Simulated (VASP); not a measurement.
A run of VASP 6.6.1 is set up as follows.

File INCAR:

```
SYSTEM = HfO2
PREC     = Accurate       ! precision mode
ENCUT    = 520            ! plane-wave cutoff, eV
EDIFF    = 1E-7           ! SCF threshold, eV
ISMEAR   = -1             ! smearing method
SIGMA    = 0.05           ! smearing width, eV
LREAL    = .False.        ! projectors in reciprocal space
LASPH    = .True.         ! aspherical terms in the spheres
NELM     = 60             ! most SCF steps
ALGO     = Normal         ! electronic algorithm
ISIF     = 2              ! what is computed and relaxed
LWAVE    = .False.        ! write WAVECAR
LCHARG   = .False.        ! write CHGCAR
GGA      = RP             ! functional
IVDW     = 12             ! dispersion correction
NBANDS   = 56             ! bands
```

KPOINTS

```
Automatic mesh
0
Gamma
  5 6 5
  0 0 0
```

Contents of POSCAR:

```
HfO2
1.0
    5.3218317680      0.0000000000      0.0000000000
    0.0000000000      5.1029212315      0.0000000000
    0.0000000000      0.0000000000      5.1313902082
Hf O
4 8
Direct
    0.9669940000      0.7325208200      0.7414403500
    0.5330060000      0.7325208200      0.2414403500
    0.4669940000      0.2674791800      0.7414403500
    0.0330060000      0.2674791800      0.2414403500
    0.6321274500      0.9286454000      0.8792672600
    0.8678725500      0.9286454000      0.3792672600
    0.2339485200      0.5398830500      0.4922923900
    0.2660514800      0.5398830500      0.9922923900
    0.7660514800      0.4601169500      0.9922923900
    0.7339485200      0.4601169500      0.4922923900
    0.1321274500      0.0713546000      0.8792672600
    0.3678725500      0.0713546000      0.3792672600
```

Potentials or basis: VASP PAW PBE potentials, release 64 (Hf_pv, O).

Run with:

```console
$ cat potpaw_PBE.64/Hf_pv/POTCAR potpaw_PBE.64/O/POTCAR > POTCAR
$ mpirun -np 1 vasp_std > vasp.out
```

**Question.** Estimate the pressure.

**Answer.** -23.4 GPa.

**Question.** Estimate the largest force.

**Answer.** 0.125 eV/Å.

**Question.** Predict the band gap on the k mesh.

**Answer.** 4.31 eV (least direct gap 4.50 eV).

**Question.** Estimate the dispersion energy per atom.

**Answer.** -1.187 eV.

Stress tensor (GPa, compression positive):
```
-23.39   0.00   0.00
  0.00 -23.70   0.00
  0.00   0.00 -23.12
```

Caveat: the cell stands under tension; the PAW data sets were made with another functional, which shifts forces and pressure a little; spin-orbit coupling is left out, which moves the levels of the heavy elements; an odd mesh through Γ misses points on the zone boundary, where band edges can lie.
